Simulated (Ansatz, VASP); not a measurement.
## One calculation of AlIn3Sb2, two programs

```
CELL_PARAMETERS angstrom
5.26078 0.00000 0.00000
-2.63039 4.55597 0.00000
0.00000 0.00000 6.51353
ATOMIC_POSITIONS crystal
Al 0.00000 0.00000 0.00000
In 0.00000 0.00000 0.50000
In 0.33333 0.66667 0.00000
In 0.33333 0.66667 0.50000
Sb 0.66667 0.33333 0.24519
Sb 0.66667 0.33333 0.75481
```

Change from the starting cell: species swapped into the Ce2CoSi3 type (P-6m2, No. 187).

Alike in both runs: functional PBE; k mesh 6 × 6 × 2; occupations gaussian, width 0.1 eV; no spin polarisation.

Ansatz relaxed the structure, and its values are those at the end. VASP's run is a single point on that final structure, the one shown.

```csv
,VASP,Ansatz
version,VASP 6.6.1,Ansatz 0.2.0
potentials or method,"VASP PAW PBE potentials, release 64 (Al, In_d, Sb), cutoff 520 eV","scalar-relativistic, plane waves, PAW"
valence electrons in the cell,52,72
```

Ansatz gave:

```
gap on the k mesh at the Fermi level (eV) : none
pressure (GPa)                            : 0.1
rms of the force components (eV/Å)        : 0.006
```

Problem. What did VASP give for the same quantities?

Solution. gap on the k mesh at the Fermi level (eV): none; pressure (GPa): 0.0; rms of the force components (eV/Å): 0.006.

A gap of «none» marks a metal or a gap that the smearing closes. VASP's potentials hold 52 valence electrons a cell and Ansatz's 72, so a difference there can come from the potentials and not from the codes.

The k mesh is coarse, so the values compare programs but aren't converged. Spin-orbit coupling is off throughout.
